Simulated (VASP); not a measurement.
# SnO2 (R-3m) in VASP: settings compared

Aim: see how the results for SnO2 move with the level of theory and the settings. Levels: PBE, LDA. Tasks: single point.

Program: VASP 6.6.1. These are calculated values, not measurements. Logs are shortened: lines on timing, memory, paths and dates and some standing lists are left out, and cuts for length are marked.

## Step 1: The cell of the first run

The structure is trigonal, space group R-3m (No. 166). Conventional cell: a = 3.221 Å, b = 3.221 Å, c = 14.125 Å, α = 90.00°, β = 90.00°, γ = 120.00°. Sn (site symmetry -3m) has 6 O at 2.08 Å within 2.7 Å. O (site symmetry 3m) has 3 Sn at 2.08 Å and 3 O at 2.62 Å within 2.7 Å.

## Step 2: Single point, PBE (strained and its atoms moved)

Input file INCAR:

```
SYSTEM = SnO2
  PREC = Accurate
  ENCUT = 520
  EDIFF = 1E-6
  ISMEAR = 0
  SIGMA = 0.02
  LREAL = .False.
  LASPH = .True.
  NELM = 100
  ALGO = Normal
  ISIF = 2
  LWAVE = .False.
  LCHARG = .False.
  GGA = PE
  NBANDS = 20
```

Input file KPOINTS:

```
regular mesh
0
Gamma
  12 12 12
  0 0 0
```

Input file POSCAR:

```
SnO2
1.0
    1.6102689424      0.9296892074      4.7083251945
   -1.6102689424      0.9296892074      4.7083251945
    0.0000000000     -1.8593784148      4.7083251945
Sn O
1 2
Direct
    0.5000000000      0.5000000000      0.5000000000
    0.2320675263      0.2320675263      0.2320675263
    0.7679324737      0.7679324737      0.7679324737
```

Potentials or basis: VASP PAW PBE potentials, release 64 (Sn_d, O).

On the command line:

```
$ cat potpaw_PBE.64/Sn_d/POTCAR potpaw_PBE.64/O/POTCAR > POTCAR
$ mpirun -np 1 vasp_std > vasp.out
```

OUTCAR:

```text
SYSTEM = SnO2
   PREC = Accurate
   ENCUT = 520
   EDIFF = 1E-6
   ISMEAR = 0
   LREAL = .False.
   LASPH = .True.
   NELM = 100
   ISIF = 2
   GGA = PE

 ion  position               nearest neighbor table
   1  0.500  0.500  0.500-   2 2.08   2 2.08   3 2.08   3 2.08   2 2.08   3 2.08
   2  0.232  0.232  0.232-   1 2.08   1 2.08   1 2.08
   3  0.768  0.768  0.768-   1 2.08   1 2.08   1 2.08

  LATTYP: Found a trigonal (rhomboedric) cell.
 ALAT       =     5.0621748514
 COS(alpha) =     0.7976270115

  Lattice vectors:

 A1 = (   1.6102689424,   0.9296892074,   4.7083251945)
 A2 = (  -1.6102689424,   0.9296892074,   4.7083251945)
 A3 = (   0.0000000000,  -1.8593784148,   4.7083251945)

Analysis of symmetry for initial positions (statically):
=====================================================================
 Subroutine PRICEL returns:
 Original cell was already a primitive cell.

 Routine SETGRP: Setting up the symmetry group for a
 trigonal (rhombohedral) supercell.

 Subroutine GETGRP returns: Found 12 space group operations
 (whereof 12 operations were pure point group operations)
 out of a pool of 12 trial point group operations.

The static configuration has the point symmetry D_3d.

Analysis of symmetry for dynamics (positions and initial velocities):
=====================================================================
 Subroutine PRICEL returns:
 Original cell was already a primitive cell.

 Routine SETGRP: Setting up the symmetry group for a
 trigonal (rhombohedral) supercell.

 Subroutine GETGRP returns: Found 12 space group operations
 (whereof 12 operations were pure point group operations)
 out of a pool of 12 trial point group operations.

The dynamic configuration has the point symmetry D_3d.

 Subroutine INISYM returns: Found 12 space group operations
 (whereof 12 operations are pure point group operations),
 and found     1 'primitive' translations

----------------------------------------------------------------------------------------

                                     Primitive cell

  volume of cell :      42.2916

  direct lattice vectors                    reciprocal lattice vectors
     1.610268942  0.929689207  4.708325195     0.310507138  0.179271379  0.070796583
    -1.610268942  0.929689207  4.708325195    -0.310507138  0.179271379  0.070796583
     0.000000000 -1.859378415  4.708325195     0.000000000 -0.358542759  0.070796583

  length of vectors
     5.062174851  5.062174851  5.062174851     0.365465547  0.365465547  0.365465547

[... 76 lines left out ...]
   ISPIN  =      1    spin polarized calculation?
   LNONCOLLINEAR =      F non collinear calculations
   LSORBIT =      F    spin-orbit coupling
   LASPH  =      T    aspherical Exc in radial PAW
   ENCUT  =  520.0 eV  38.22 Ry    6.18 a.u.   9.41  9.41  9.41*2*pi/ulx,y,z
   NELM   =    100;   NELMIN=  2; NELMDL= -5     # of ELM steps
   EDIFF  = 0.1E-05   stopping-criterion for ELM
   LREAL  =      F    real-space projection
   EDIFFG = 0.1E-04   stopping-criterion for IOM
   NSW    =      0    number of steps for IOM
   IBRION =     -1    ionic relax: 0-MD 1-quasi-New 2-CG
   NFREE  =      0    steps in history (QN), initial steepest desc. (CG)
   ISIF   =      2    stress and relaxation
   ISYM   =      2    0-nonsym 1-usesym 2-fastsym
   POTIM  = 0.5000    time-step for ionic-motion
   TEBEG  =    0.0;   TEEND  =   0.0 temperature during run
   PSTRESS=    0.0 pullay stress
   NELECT =      26.0000    total number of electrons
   NUPDOWN=      -1.0000    fix difference up-down
   EMIN   =  10.00;   EMAX   =-10.00  energy-range for DOS
   EFERMI =   0.00;   METHOD = LEGACY
   ISMEAR =     0;   SIGMA  =   0.02  broadening in eV -4-tet -1-fermi 0-gaus
   EFERMI_NEDOS =   21; number of points for ismear=-14 and -15
   IALGO  =     38    algorithm
   IMIX   =      4    mixing-type and parameters
     AMIX     =   0.40;   BMIX     =  1.00
     AMIX_MAG =   1.60;   BMIX_MAG =  1.00
  volume/ion in A,a.u.               =      14.10        95.13
  Fermi-wavevector in a.u.,A,eV,Ry     =   1.392028  2.630552 26.364581  1.937742
  Thomas-Fermi vector in A             =   2.515810
   LORBIT       =      0    0 simple, 1 ext, 2 COOP (PROOUT), +10 PAW based schemes
   GGA     = PE    functional components
   LHFCALC =     F    Hartree Fock is set to
   AEXX    =    0.0000 exact exchange contribution
   IVDW    =     0    specifies the selected vdW correction
   LEPSILON=     F    determine dielectric tensor
   LRPA    =     F    only Hartree local field effects (RPA)
 non-spin polarized calculation
 Gauss-broadening in eV      SIGMA  =   0.02
  energy-cutoff  :      520.00
  volume of cell :       42.29
 maximum number of plane-waves:      1155
 NGX is ok and might be reduce to    40
   NGX = 19   NGY = 19   NGZ = 19

 number of electron      25.9999998 magnetization

 Free energy of the ion-electron system (eV)
  ---------------------------------------------------
  ext. energy  EPLUGINS =         0.00000000
  ---------------------------------------------------
  free energy    TOTEN  =       -18.07936361 eV

  energy without entropy =      -18.07936361  energy(sigma->0) =      -18.07936361

 E-fermi :   3.7768     XC(G=0): -10.0584

 val. band max:        3.6254270501   @ k =  -0.1667   0.2500   0.0833
 cond. band min:       5.7906380346   @ k =   0.0000   0.0000   0.0000
 fundamental gap:      2.1652109845
 Fermi energy:         3.7767727050

 k-point     1 :       0.0000    0.0000    0.0000
  band No.  band energies     occupation
      1     -16.5224      2.00000
      2     -16.1042      2.00000
      3     -16.1042      2.00000
      4     -15.8812      2.00000
      5     -15.8812      2.00000
      6     -14.5218      2.00000
[... 541 lines left out ...]
     19      17.1456      0.00000
     20      18.0103      0.00000

 [... further k-points ...]
[... 5 lines left out ...]
  --------------------------------------------------------------------------------------
  -------------------------------------------------------------------------------------
  Total        2.7011899      2.7011899      2.3386732      0.0000000     -0.0000000     -0.0000000
  in kB      102.3320785    102.3320785     88.5984682      0.0000000     -0.0000000     -0.0000000
  external PRESSURE =      97.7542084 kB  Pullay stress =       0.0000000 kB

 VOLUME and BASIS-vectors are now :
 -----------------------------------------------------------------------------
  energy-cutoff  :      520.00
  volume of cell :       42.29
      direct lattice vectors                 reciprocal lattice vectors
     1.610268942  0.929689207  4.708325195     0.310507138  0.179271379  0.070796583
    -1.610268942  0.929689207  4.708325195    -0.310507138  0.179271379  0.070796583
     0.000000000 -1.859378415  4.708325195     0.000000000 -0.358542759  0.070796583

 POSITION                                       TOTAL-FORCE (eV/Angst)
 -----------------------------------------------------------------------------------
      0.00000      0.00000      7.06249         0.000000     -0.000000      0.000000
      0.00000      0.00000      3.27795        -0.000000      0.000000      1.300056
      0.00000      0.00000     10.84703        -0.000000      0.000000     -1.300056
 -----------------------------------------------------------------------------------
    total drift:                                0.000000      0.000000      0.000000

  FREE ENERGIE OF THE ION-ELECTRON SYSTEM (eV)
  ---------------------------------------------------
  free  energy   TOTEN  =       -18.0793636100 eV

  energy  without entropy=      -18.0793636100  energy(sigma->0) =      -18.07936361
```

Wall time 3.7 min (1 thread of Intel Xeon 6975P-C (Granite Rapids), shared host); peak memory 0.34 GiB.

Results:

```yaml
Free_energy: -18.0794 eV
Pressure: 9.8 GPa
Largest_force: 1.300 eV/Å
Band_gap_on_the_k_mesh: 2.17 eV (least direct gap 2.49 eV)
```

Forces on the atoms (eV/Å):
```
Sn   0.000  0.000  0.000
O    0.000  0.000  1.300
O    0.000  0.000 -1.300
```

Stress tensor (GPa, compression positive):
```
10.23  0.00  0.00
 0.00 10.23  0.00
 0.00  0.00  8.86
```

Caveat: the cell differs from its parent crystal (strained and its atoms moved); the cell stands under pressure; spin-orbit coupling is left out, which moves the levels of the heavy elements; forces of over 1 eV/Å act on the atoms, so gaps and moduli don't describe the material at rest. A k mesh can miss the band edges.

## Step 3: Single point, PBE (strained)

Input file INCAR:

```
SYSTEM = SnO2
PREC     = Accurate       ! precision mode
ENCUT    = 520            ! plane-wave cutoff, eV
EDIFF    = 1E-6           ! SCF threshold, eV
ISMEAR   = 0              ! smearing method
SIGMA    = 0.02           ! smearing width, eV
LREAL    = .FALSE.        ! projectors in reciprocal space
LASPH    = .TRUE.         ! aspherical terms in the spheres
NELM     = 80             ! most SCF steps
ALGO     = Normal         ! electronic algorithm
ISIF     = 2              ! what is computed and relaxed
LWAVE    = .FALSE.        ! write WAVECAR
LCHARG   = .FALSE.        ! write CHGCAR
GGA      = PE             ! functional
NBANDS   = 20             ! bands
```

Input file KPOINTS:

```
regular mesh
0
G
  12 12 12
  0 0 0
```

Input file POSCAR:

```
SnO2
1.0
    1.7038824605      0.9837369973      4.7702048329
   -1.7038824605      0.9837369973      4.7702048329
    0.0000000000     -1.9674739946      4.7702048329
Sn O
1 2
Direct
    0.5000000000      0.5000000000      0.5000000000
    0.2584303071      0.2584303071      0.2584303071
    0.7415696929      0.7415696929      0.7415696929
```

Potentials or basis: VASP PAW PBE potentials, release 64 (Sn_d, O).

On the command line:

```
$ cat potpaw_PBE.64/Sn_d/POTCAR potpaw_PBE.64/O/POTCAR > POTCAR
$ mpirun -np 1 vasp_std > vasp.out
```

Run time: 3.6 min. Hardware: 1 thread of Intel Xeon 6975P-C (Granite Rapids), shared host; peak memory 0.35 GiB.

Results (log left out):

- Free energy: -16.6265 eV
- Pressure: -22.7 GPa
- Largest force: 3.380 eV/Å
- Band gap on the k mesh: 0.50 eV (least direct gap 0.54 eV)

Forces in eV/Å, atoms in the order of the input:
```
Sn   0.000  0.000  0.000
O    0.000  0.000 -3.380
O    0.000  0.000  3.380
```

Stress tensor (GPa, compression positive):
```
-20.32   0.00   0.00
  0.00 -20.32   0.00
  0.00   0.00 -27.47
```

Levels at points of the mesh, in eV from the valence-band top:
```
           k point  band 9  band 10  band 11  band 12  band 13  band 14  band 15  band 16  band 17  band 18
(0.00, 0.00, 0.00)   -0.68    -0.68    -0.64    -0.64    -0.04     0.50     4.88     9.03     9.03    11.83
(0.50, 0.00, 0.00)   -3.19    -1.94    -1.58    -1.01    -0.80     2.83     5.52     8.06     8.80    10.36
(0.50, 0.50, 0.00)   -3.68    -1.96    -1.05    -0.33    -0.03     2.28     4.60     8.35     8.71     9.74
(0.50, 0.50, 0.50)   -1.32    -0.90    -0.90    -0.45    -0.45     2.36     4.45     9.25     9.25    12.91
```

Caveat: the cell differs from its parent crystal (strained); the stress differs along the axes, from -27 to -20 GPa; semilocal functionals underestimate gaps, and a narrow one can read as zero; spin-orbit coupling is left out, which moves the levels of the heavy elements; forces of over 1 eV/Å act on the atoms, so gaps and moduli don't describe the material at rest. A k mesh can miss the band edges.

## Step 4: Single point, LDA (strained)

Input file INCAR:

```
ALGO = Normal
EDIFF = 1E-6
ENCUT = 600
GGA_COMPAT = F
ISIF = 2
ISMEAR = 0
LASPH = T
LCHARG = F
LREAL = F
LWAVE = F
NBANDS = 20
NELM = 120
PREC = Accurate
SIGMA = 0.02
```

Input file KPOINTS:

```
k-points
0
Gamma
  12 12 12
```

Input file POSCAR:

```
SnO2
1.0
    1.6425946330      0.9483524536      4.8762979290
   -1.6425946330      0.9483524536      4.8762979290
    0.0000000000     -1.8967049071      4.8762979290
Sn O
1 2
Direct
    0.5000000000      0.5000000000      0.5000000000
    0.2371700000      0.2371700000      0.2371700000
    0.7628300000      0.7628300000      0.7628300000
```

Potentials or basis: VASP PAW LDA potentials, release 64 (Sn_d, O).

On the command line:

```
$ cat potpaw_LDA.64/Sn_d/POTCAR potpaw_LDA.64/O/POTCAR > POTCAR
$ mpirun -np 1 vasp_std > vasp.out
```

OUTCAR:

```text
EDIFF = 1E-6
   ENCUT = 600
   ISIF = 2
   ISMEAR = 0
   LASPH = T
   LREAL = F
   NELM = 120
   PREC = Accurate

 ion  position               nearest neighbor table
   1  0.500  0.500  0.500-   2 2.16   2 2.16   3 2.16   3 2.16   2 2.16   3 2.16
   2  0.237  0.237  0.237-   1 2.16   1 2.16   1 2.16
   3  0.763  0.763  0.763-   1 2.16   1 2.16   1 2.16

  LATTYP: Found a trigonal (rhomboedric) cell.
 ALAT       =     5.2321860629
 COS(alpha) =     0.8028828391
[... 195 lines left out ...]
      3     -17.2233      2.00000
      4     -17.0705      2.00000
      5     -17.0705      2.00000
      6     -14.9479      2.00000
[... 541 lines left out ...]
     19      15.1412      0.00000
     20      16.0991      0.00000

 [... further k-points ...]
[... 5 lines left out ...]
  --------------------------------------------------------------------------------------
  -------------------------------------------------------------------------------------
  Total       -4.4521326     -4.4521326     -2.9025695      0.0000000     -0.0000000     -0.0000000
  in kB     -156.5081736   -156.5081736   -102.0355598      0.0000000     -0.0000000     -0.0000000
  external PRESSURE =    -138.3506356 kB  Pullay stress =       0.0000000 kB

 VOLUME and BASIS-vectors are now :
 -----------------------------------------------------------------------------
  energy-cutoff  :      600.00
  volume of cell :       45.58
      direct lattice vectors                 reciprocal lattice vectors
     1.642594633  0.948352454  4.876297929     0.304396465  0.175743381  0.068357869
    -1.642594633  0.948352454  4.876297929    -0.304396465  0.175743381  0.068357869
     0.000000000 -1.896704907  4.876297929     0.000000000 -0.351486762  0.068357869

 POSITION                                       TOTAL-FORCE (eV/Angst)
 -----------------------------------------------------------------------------------
      0.00000      0.00000      7.31445        -0.000000      0.000000      0.000000
      0.00000      0.00000      3.46953         0.000000     -0.000000     -1.043775
      0.00000      0.00000     11.15936         0.000000      0.000000      1.043775
 -----------------------------------------------------------------------------------
    total drift:                                0.000000      0.000000     -0.000000

  FREE ENERGIE OF THE ION-ELECTRON SYSTEM (eV)
  ---------------------------------------------------
  free  energy   TOTEN  =       -20.2976788805 eV

  energy  without entropy=      -20.2976788805  energy(sigma->0) =      -20.29767888
```

Wall time 11 min (1 thread of Intel Xeon 8259CL, shared host); peak memory 0.36 GiB.

Results:

* Free energy: -20.2977 eV
* Pressure: -13.8 GPa
* Largest force: 1.044 eV/Å
* Band gap on the k mesh: 1.49 eV (least direct gap 1.58 eV)

Forces in eV/Å, atoms in the order of the input:
```
Sn   0.000  0.000  0.000
O    0.000  0.000 -1.044
O    0.000  0.000  1.044
```

Caveat: the cell differs from its parent crystal (strained); the stress differs along the axes, from -16 to -10 GPa; spin-orbit coupling is left out, which moves the levels of the heavy elements; forces of over 1 eV/Å act on the atoms, so gaps and moduli don't describe the material at rest. A k mesh can miss the band edges.

## Step 5: Summary

| level | potentials or basis | cell | cutoff (eV) | gap on the mesh (eV) | pressure (GPa) | largest force (eV/Å) |
| --- | --- | --- | --- | --- | --- | --- |
| PBE | VASP PAW PBE potentials, release 64 (Sn_d, O) | a = 5.062 Å, angles 37.1°, 3 atoms, atomic positions A | 520 | 2.17 | 9.8 | 1.30 |
| PBE | VASP PAW PBE potentials, release 64 (Sn_d, O) | a = 5.160 Å, angles 38.6°, 3 atoms, atomic positions B | 520 | 0.50 | -22.7 | 3.38 |
| LDA | VASP PAW LDA potentials, release 64 (Sn_d, O) | a = 5.232 Å, angles 36.6°, 3 atoms, atomic positions C | 600 | 1.49 | -13.8 | 1.04 |

Alike in all rows: task single point; no spin polarisation; k mesh 12 × 12 × 12; smearing gaussian 0.02 eV.

Caveats: spin-orbit coupling is left out, which moves the levels of the heavy elements; forces of over 1 eV/Å act on the atoms, so gaps and moduli don't describe the material at rest; the cell stands under pressure (at least some runs); the stress differs along the axes, from -27 to -20 GPa (at least some runs); semilocal functionals underestimate gaps, and a narrow one can read as zero (at least some runs); the stress differs along the axes, from -16 to -10 GPa (at least some runs).

Absolute energies hang on the potentials; compare differences alone.
